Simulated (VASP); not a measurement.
# Hf2C5 (C2/m) in VASP: single point with PBE

Aim: the single point of Hf2C5 with PBE.

Program: VASP 6.6.1. These are calculated values, not measurements. Logs are shortened: lines on timing, memory, paths and dates and some standing lists are left out, and cuts for length are marked.

**1. The cell of the first run**

It takes space group C2/m (No. 12, monoclinic). The conventional cell has a = 6.895 Å, b = 6.810 Å, c = 3.341 Å, α = 90.00°, β = 108.62°, γ = 90.00°. Within 2.9 Å of Hf (site symmetry m) lie 10 C at 2.17 to 2.61 Å. Within 2.9 Å of C (site symmetry 2/m) lie 4 Hf at 2.17 to 2.52 Å and 4 C at 2.43 Å. Within 1.8 Å of C (site symmetry 1) lie 1 C at 1.31 Å.

The cell was built from a structure type or drawn by symmetry, and may not be a known phase.

**2. Single point, PBE**

File INCAR:

```
PREC = Accurate ; ENCUT = 520
EDIFF = 1E-6 ; ISMEAR = 0
SIGMA = 0.1 ; LREAL = False
LASPH = True ; NELM = 80
ALGO = Normal ; ISIF = 2
LWAVE = False ; LCHARG = False
GGA = PE ; NBANDS = 29
```

File KPOINTS:

```
Automatic mesh
0
Gamma
  8 8 10
```

File POSCAR:

```
Hf2C5
1.0
    3.4476152125     -3.4048465101     -0.0007347087
    3.4476152125      3.4048465101     -0.0007347087
   -1.0656809995      0.0000000000      3.1660273700
Hf C
2 5
Direct
    0.2506966881      0.2506966881      0.7400281412
    0.7493033119      0.7493033119      0.2599718588
    0.0000000000      0.0000000000      0.0000000000
    0.7626720824      0.3730421700      0.6893361510
    0.6269578300      0.2373279176      0.3106638490
    0.2373279176      0.6269578300      0.3106638490
    0.3730421700      0.7626720824      0.6893361510
```

Potentials or basis: VASP PAW PBE potentials, release 64 (Hf_pv, C).

Command:

```sh
> cat potpaw_PBE.64/Hf_pv/POTCAR potpaw_PBE.64/C/POTCAR > POTCAR
> mpirun -np 1 vasp_std > vasp.out
```

OUTCAR:

```text
PREC = Accurate
   ENCUT = 520
   EDIFF = 1E-6
   ISMEAR = 0
   LREAL = False
   LASPH = True
   NELM = 80
   ISIF = 2
   GGA = PE

 ion  position               nearest neighbor table
   1  0.251  0.251  0.740-   3 2.17   6 2.33   5 2.33   4 2.41   7 2.41   3 2.52   5 2.56   6 2.56
                             4 2.61   7 2.61   2 3.31   2 3.32   2 3.76   2 3.76   2 3.82   2 3.82
   2  0.749  0.749  0.260-   3 2.17   4 2.33   7 2.33   5 2.41   6 2.41   3 2.52   4 2.56   7 2.56
                             5 2.61   6 2.61   1 3.31   1 3.32   1 3.76   1 3.76   1 3.82   1 3.82
   3  0.000  0.000  0.000-   1 2.17   2 2.17   1 2.52   2 2.52
   4  0.763  0.373  0.689-   5 1.31   2 2.33   1 2.41   2 2.56   1 2.61
   5  0.627  0.237  0.311-   4 1.31   1 2.33   2 2.41   1 2.56   2 2.61
   6  0.237  0.627  0.311-   7 1.31   1 2.33   2 2.41   1 2.56   2 2.61
   7  0.373  0.763  0.689-   6 1.31   2 2.33   1 2.41   2 2.56   1 2.61

  LATTYP: Found a base centered monoclinic cell.
 ALAT       =     6.8952305816
 B/A-ratio  =     0.9875946772
 C/A-ratio  =     0.4844754019
 COS(beta)  =    -0.3192137274

  Lattice vectors:

 A1 = (   3.4476152125,  -3.4048465101,  -0.0007347087)
 A2 = (   3.4476152125,   3.4048465101,  -0.0007347087)
 A3 = (  -1.0656809995,   0.0000000000,   3.1660273700)

Analysis of symmetry for initial positions (statically):
=====================================================================
 Subroutine PRICEL returns:
 Original cell was already a primitive cell.

 Routine SETGRP: Setting up the symmetry group for a
 base centered monoclinic supercell.

 Subroutine GETGRP returns: Found  4 space group operations
 (whereof  4 operations were pure point group operations)
 out of a pool of  4 trial point group operations.

The static configuration has the point symmetry C_2h.

Analysis of symmetry for dynamics (positions and initial velocities):
=====================================================================
 Subroutine PRICEL returns:
 Original cell was already a primitive cell.

 Routine SETGRP: Setting up the symmetry group for a
 base centered monoclinic supercell.

 Subroutine GETGRP returns: Found  4 space group operations
 (whereof  4 operations were pure point group operations)
 out of a pool of  4 trial point group operations.

The dynamic configuration has the point symmetry C_2h.

 Subroutine INISYM returns: Found  4 space group operations
 (whereof  4 operations are pure point group operations),
 and found     1 'primitive' translations

----------------------------------------------------------------------------------------

                                     Primitive cell

  volume of cell :      74.3241

  direct lattice vectors                    reciprocal lattice vectors
     3.447615213 -3.404846510 -0.000734709     0.145038189 -0.146849498  0.048819680
     3.447615213  3.404846510 -0.000734709     0.145038189  0.146849498  0.048819680
    -1.065681000  0.000000000  3.166027370     0.000067315  0.000000000  0.315875897

  length of vectors
     4.845516582  4.845516582  3.340569607     0.212094820  0.212094820  0.315875905

  position of ions in fractional coordinates (direct lattice)
     0.250696688  0.250696688  0.740028141
     0.749303312  0.749303312  0.259971859
     0.000000000  0.000000000  0.000000000
     0.762672082  0.373042170  0.689336151
     0.626957830  0.237327918  0.310663849
     0.237327918  0.626957830  0.310663849
     0.373042170  0.762672082  0.689336151

  ion indices of the primitive-cell ions
   primitive index   ion index
                 1           1
                 2           2
                 3           3
                 4           4
                 5           5
                 6           6
                 7           7

----------------------------------------------------------------------------------------

 KPOINTS: Automatic mesh

Automatic generation of k-mesh.
 Grid dimensions read from file:
 generate k-points for:    8    8   10

 Generating k-lattice:

  Cartesian coordinates                     Fractional coordinates (reciprocal lattice)
     0.018129774 -0.018356187  0.006102460     0.125000000  0.000000000  0.000000000
     0.018129774  0.018356187  0.006102460     0.000000000  0.125000000  0.000000000
     0.000006732  0.000000000  0.031587590     0.000000000  0.000000000  0.100000000

  Length of vectors
     0.026511852  0.026511852  0.031587590

  Shift w.r.t. Gamma in fractional coordinates (k-lattice)
     0.000000000  0.000000000  0.000000000

 Subroutine IBZKPT returns following result:
 ===========================================

 Found    186 irreducible k-points:

 Following reciprocal coordinates:
            Coordinates               Weight
  0.000000  0.000000  0.000000      1.000000
  0.125000 -0.000000  0.000000      4.000000
  0.250000 -0.000000  0.000000      4.000000
  0.375000  0.000000  0.000000      4.000000
  0.500000 -0.000000  0.000000      2.000000
  0.125000  0.125000  0.000000      2.000000
[... 16 lines left out ...]
  0.125000 -0.000000  0.100000      4.000000
  0.250000  0.000000  0.100000      4.000000
 [... further k-points ...]
   k-points           NKPTS =    186   k-points in BZ     NKDIM =    186   number of bands    NBANDS=     29
   number of dos      NEDOS =    301   number of ions     NIONS =      7
   total plane-waves  NPLWV =  36288
   dimension x,y,z NGX =    36 NGY =   36 NGZ =   28
   dimension x,y,z NGXF=    72 NGYF=   72 NGZF=   56
   ions per type =               2   5
   NGX,Y,Z   is equivalent  to a cutoff of  12.35, 12.35, 13.93 a.u.
   NGXF,Y,Z  is equivalent  to a cutoff of  24.70, 24.70, 27.87 a.u.
 SYSTEM =  unknown system
   PREC   = accura    normal or accurate (medium, high low for compatibility)
   ISTART =      0    job   : 0-new  1-cont  2-samecut
   ICHARG =      2    charge: 1-file 2-atom 10-const
   ISPIN  =      1    spin polarized calculation?
   LNONCOLLINEAR =      F non collinear calculations
   LSORBIT =      F    spin-orbit coupling
   LASPH  =      T    aspherical Exc in radial PAW
   ENCUT  =  520.0 eV  38.22 Ry    6.18 a.u.   9.01  9.01  6.21*2*pi/ulx,y,z
   NELM   =     80;   NELMIN=  2; NELMDL= -5     # of ELM steps
   EDIFF  = 0.1E-05   stopping-criterion for ELM
   LREAL  =      F    real-space projection
   EDIFFG = 0.1E-04   stopping-criterion for IOM
   NSW    =      0    number of steps for IOM
   IBRION =     -1    ionic relax: 0-MD 1-quasi-New 2-CG
   NFREE  =      0    steps in history (QN), initial steepest desc. (CG)
   ISIF   =      2    stress and relaxation
   ISYM   =      2    0-nonsym 1-usesym 2-fastsym
   POTIM  = 0.5000    time-step for ionic-motion
   TEBEG  =    0.0;   TEEND  =   0.0 temperature during run
   PSTRESS=    0.0 pullay stress
   NELECT =      40.0000    total number of electrons
   NUPDOWN=      -1.0000    fix difference up-down
   EMIN   =  10.00;   EMAX   =-10.00  energy-range for DOS
   EFERMI =   0.00;   METHOD = LEGACY
   ISMEAR =     0;   SIGMA  =   0.10  broadening in eV -4-tet -1-fermi 0-gaus
   EFERMI_NEDOS =   21; number of points for ismear=-14 and -15
   IALGO  =     38    algorithm
   IMIX   =      4    mixing-type and parameters
     AMIX     =   0.40;   BMIX     =  1.00
     AMIX_MAG =   1.60;   BMIX_MAG =  1.00
  volume/ion in A,a.u.               =      10.62        71.65
  Fermi-wavevector in a.u.,A,eV,Ry     =   1.331634  2.516423 24.126520  1.773249
  Thomas-Fermi vector in A             =   2.460630
   LORBIT       =      0    0 simple, 1 ext, 2 COOP (PROOUT), +10 PAW based schemes
   GGA     = PE    functional components
   LHFCALC =     F    Hartree Fock is set to
   AEXX    =    0.0000 exact exchange contribution
   IVDW    =     0    specifies the selected vdW correction
   LEPSILON=     F    determine dielectric tensor
   LRPA    =     F    only Hartree local field effects (RPA)
 non-spin polarized calculation
 Gauss-broadening in eV      SIGMA  =   0.10
  energy-cutoff  :      520.00
  volume of cell :       74.32
 maximum number of plane-waves:      2019
   NGX = 17   NGY = 17   NGZ = 13

 number of electron      39.9999993 magnetization

 Free energy of the ion-electron system (eV)
  ---------------------------------------------------
  ext. energy  EPLUGINS =         0.00000000
  ---------------------------------------------------
  free energy    TOTEN  =       -62.93974989 eV

  energy without entropy =      -62.93436320  energy(sigma->0) =      -62.93705655

 E-fermi :   6.4115     XC(G=0): -12.0576

 val. band max:        6.4003067571   @ k =  -0.1250  -0.1250   0.3000
 cond. band min:       6.4285201659   @ k =  -0.1250  -0.1250   0.1000
 fundamental gap:      0.0282134088
 Fermi energy:         6.4114879992

 k-point     1 :       0.0000    0.0000    0.0000
  band No.  band energies     occupation
      1     -24.5204      2.00000
      2     -24.5100      2.00000
      3     -24.4097      2.00000
      4     -24.2394      2.00000
      5     -24.1786      2.00000
      6     -24.1564      2.00000
[... 21 lines left out ...]
     28      11.1222      0.00000
     29      11.2235      0.00000

 k-point     2 :       0.1250   -0.0000    0.0000
  band No.  band energies     occupation
      1     -24.5103      2.00000
      2     -24.5068      2.00000
      3     -24.4145      2.00000
      4     -24.2477      2.00000
      5     -24.1790      2.00000
      6     -24.1607      2.00000
[... 21 lines left out ...]
     28      11.1072      0.00000
     29      11.4517      0.00000

 k-point     3 :       0.2500   -0.0000    0.0000
  band No.  band energies     occupation
      1     -24.4990      2.00000
      2     -24.4793      2.00000
      3     -24.4277      2.00000
      4     -24.2750      2.00000
      5     -24.1802      2.00000
      6     -24.1684      2.00000
[... 638 lines left out ...]
      5     -24.2111      2.00000
      6     -24.1922      2.00000
[... 21 lines left out ...]
     28      11.4127      0.00000
     29      11.5816      0.00000

 k-point    24 :       0.2500    0.0000    0.1000
  band No.  band energies     occupation
      1     -24.4988      2.00000
      2     -24.4393      2.00000
      3     -24.4223      2.00000
      4     -24.3036      2.00000
      5     -24.2138      2.00000
      6     -24.1989      2.00000
[... 21 lines left out ...]
     28      11.3201      0.00000
     29      11.6796      0.00000

 [... further k-points ...]

------------------------ aborting loop because EDIFF is reached ----------------------------------------

  FORCE on cell =-STRESS in cart. coord.  units (eV):
  Direction    XX          YY          ZZ          XY          YZ          ZX
  --------------------------------------------------------------------------------------
  -------------------------------------------------------------------------------------
  Total       -0.4242439     -0.4882455     -0.1805241      0.0000000      0.0000000      0.0896937
  in kB       -9.1452665    -10.5249245     -3.8914903      0.0000000      0.0000000      1.9334928
  external PRESSURE =      -7.8538937 kB  Pullay stress =       0.0000000 kB

 VOLUME and BASIS-vectors are now :
 -----------------------------------------------------------------------------
  energy-cutoff  :      520.00
  volume of cell :       74.32
      direct lattice vectors                 reciprocal lattice vectors
     3.447615213 -3.404846510 -0.000734709     0.145038189 -0.146849498  0.048819680
     3.447615213  3.404846510 -0.000734709     0.145038189  0.146849498  0.048819680
    -1.065681000  0.000000000  3.166027370     0.000067315  0.000000000  0.315875897

 POSITION                                       TOTAL-FORCE (eV/Angst)
 -----------------------------------------------------------------------------------
      0.93998      0.00000      2.34258         0.009642      0.000000     -0.006780
      4.88957      0.00000      0.82198        -0.009642      0.000000      0.006780
      0.00000      0.00000      0.00000        -0.000000      0.000000     -0.000000
      3.18089     -1.32663      2.18162         0.042863      0.003954      0.106826
      2.64866     -1.32663      0.98294        -0.042863      0.003954     -0.106826
      2.64866      1.32663      0.98294        -0.042863     -0.003954     -0.106826
      3.18089      1.32663      2.18162         0.042863     -0.003954      0.106826
 -----------------------------------------------------------------------------------
    total drift:                               -0.000000      0.000000      0.000000

  FREE ENERGIE OF THE ION-ELECTRON SYSTEM (eV)
  ---------------------------------------------------
  free  energy   TOTEN  =       -62.9397498943 eV

  energy  without entropy=      -62.9343632023  energy(sigma->0) =      -62.93705655
```

It took 11 min on 1 thread of Intel Xeon 8259CL, shared host; peak memory 0.42 GiB.

Results:

* Free energy: -62.9397 eV
* Pressure: -0.8 GPa
* Largest force: 0.115 eV/Å
* Band gap on the k mesh: zero (bands 20 and 21 overlap by 1.39 eV)

Forces in eV/Å, atoms in the order of the input:
```
Hf   0.010  0.000 -0.007
Hf  -0.010  0.000  0.007
C    0.000  0.000  0.000
C    0.043  0.004  0.107
C   -0.043  0.004 -0.107
C   -0.043 -0.004 -0.107
C    0.043 -0.004  0.107
```

Caveat: spin-orbit coupling is left out, which moves the levels of the heavy elements.
